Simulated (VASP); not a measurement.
Set up this calculation in VASP 6.6.1, as the native input.

- Task: single point
- Functional: PBE
- Potentials or basis: VASP PAW PBE potentials, release 64 (Si, C)
- Cutoff: 520 eV
- k mesh: 14 × 14 × 14
- Occupations: gaussian, width 0.05 eV
- Spin: no spin polarisation
- Dipole correction: no
- Further INCAR settings: ALGO = Normal; EDIFF = 1e-06; NBANDS = 11

The structure of SiC lies in POSCAR:

```
SiC
1.0
    0.0000000000      2.2186678175      2.2186678175
    2.2186678175      0.0000000000      2.2186678175
    2.2186678175      2.2186678175      0.0000000000
Si C
1 1
Direct
    0.0000000000      0.0000000000      0.0000000000
    0.7500000000      0.7500000000      0.7500000000
```

This cell differs from its parent crystal: volume scaled by 1.040.

One way to write it, as run:

INCAR

```
SYSTEM = SiC
PREC     = Accurate       ! precision mode
ENCUT    = 520            ! plane-wave cutoff, eV
EDIFF    = 1E-6           ! SCF threshold, eV
ISMEAR   = 0              ! smearing method
SIGMA    = 0.05           ! smearing width, eV
LREAL    = .FALSE.        ! projectors in reciprocal space
LASPH    = .TRUE.         ! aspherical terms in the spheres
NELM     = 60             ! most SCF steps
ALGO     = Normal         ! electronic algorithm
ISIF     = 2              ! what is computed and relaxed
LWAVE    = .FALSE.        ! write WAVECAR
LCHARG   = .FALSE.        ! write CHGCAR
GGA      = PE             ! functional
NBANDS   = 11             ! bands
```

KPOINTS

```
Automatic mesh
0
G
  14 14 14
  0 0 0
```

Potentials or basis: VASP PAW PBE potentials, release 64 (Si, C).

The run is started by

```sh
$ cat potpaw_PBE.64/Si/POTCAR potpaw_PBE.64/C/POTCAR > POTCAR
$ mpirun -np 1 vasp_std > vasp.out
```

Results of the run:

```yaml
Pressure: -7.7 GPa
Band_gap_on_the_k_mesh: 1.41 eV, indirect (least direct gap 4.48 eV)
```

Wall time 32 s on 1 thread of AMD EPYC 7R13 (shared host), peak memory 0.12 GiB.
